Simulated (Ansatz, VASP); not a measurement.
**Be3S5 in VASP and in Ansatz**

File INCAR:

```
SYSTEM = Be3S5
  PREC = Accurate
  ENCUT = 600
  EDIFF = 1E-7
  ISMEAR = 0
  SIGMA = 0.2
  LREAL = .FALSE.
  LASPH = .TRUE.
  NELM = 120
  ALGO = Normal
  ISIF = 3
  LWAVE = .FALSE.
  LCHARG = .FALSE.
  GGA = PE
  IBRION = 2
  NSW = 36
  EDIFFG = -0.08
  GGA_COMPAT = .FALSE.
  NELMIN = 4
```

Contents of KPOINTS:

```
Automatic mesh
0
G
  3 3 3
  0 0 0
```

The input POSCAR:

```
Be3S5
1.0
    5.2529600200      0.0000000000      0.0000000000
    0.0000000000      5.2529600200      0.0000000000
    0.0000000000      0.0000000000      5.2529600200
Be S
3 5
Direct
    0.5000000000      0.0000000000      0.0000000000
    0.0000000000      0.5000000000      0.0000000000
    0.0000000000      0.0000000000      0.5000000000
    0.0000000000      0.5000000000      0.5000000000
    0.5000000000      0.0000000000      0.5000000000
    0.5000000000      0.5000000000      0.0000000000
    0.0000000000      0.0000000000      0.0000000000
    0.5000000000      0.5000000000      0.5000000000
```

Input for Ansatz:

```yaml
crystal:
  lattice:
    - [5.25296002, 0.0, 0.0]
    - [0.0, 5.25296002, 0.0]
    - [0.0, 0.0, 5.25296002]
  atoms:
    - { symbol: Be, position: [0.5, 0.0, 0.0] }
    - { symbol: Be, position: [0.0, 0.5, 0.0] }
    - { symbol: Be, position: [0.0, 0.0, 0.5] }
    - { symbol: S, position: [0.0, 0.5, 0.5] }
    - { symbol: S, position: [0.5, 0.0, 0.5] }
    - { symbol: S, position: [0.5, 0.5, 0.0] }
    - { symbol: S, position: [0.0, 0.0, 0.0] }
    - { symbol: S, position: [0.5, 0.5, 0.5] }
basis:
  ecutwfc: 420
kpoints:
  mp_grid: { grid: [3, 3, 3] }
hamiltonian:
  xc: pbe
scf:
  occupations: { method: gaussian, width: 0.2 }
  lower_state_search: "off"
output:
  forces: true
  stress: true
  eigenvalues: true
relax:
  adjacent_minimum: "off"
  f_tol: 0.08
  max_steps: 16
  cell: { stress_tol: 0.8 }
```

Alike in both runs: task relaxation of cell and atoms; functional PBE; k mesh 3 × 3 × 3; occupations gaussian, width 0.2 eV; no spin polarisation.

```csv
,VASP,Ansatz
version,VASP 6.6.1,Ansatz 0.2.0
potentials or method,"VASP PAW PBE potentials, release 64 (Be, S), cutoff 600 eV","scalar-relativistic, plane waves, PAW"
valence electrons in the cell,36,36
```

VASP gave:

```
gap on the k mesh at the Fermi level, each at its own relaxed structure (eV) : none
relaxed volume (Å³/atom)                                                     : 13.65
relaxed cell length with the largest relative difference (Å)                 : 4.779
```

Problem. Estimate Ansatz's values.

Solution. gap on the k mesh at the Fermi level, each at its own relaxed structure (eV): none; relaxed volume (Å³/atom): 13.67; relaxed cell length with the largest relative difference (Å): 4.782.

A gap of «none» marks a metal or a gap that the smearing closes.

The k mesh is coarse, so the values compare programs but aren't converged. Noted on VASP's run: the volume moved by over 15 % at a fixed basis, so the end points are rough.
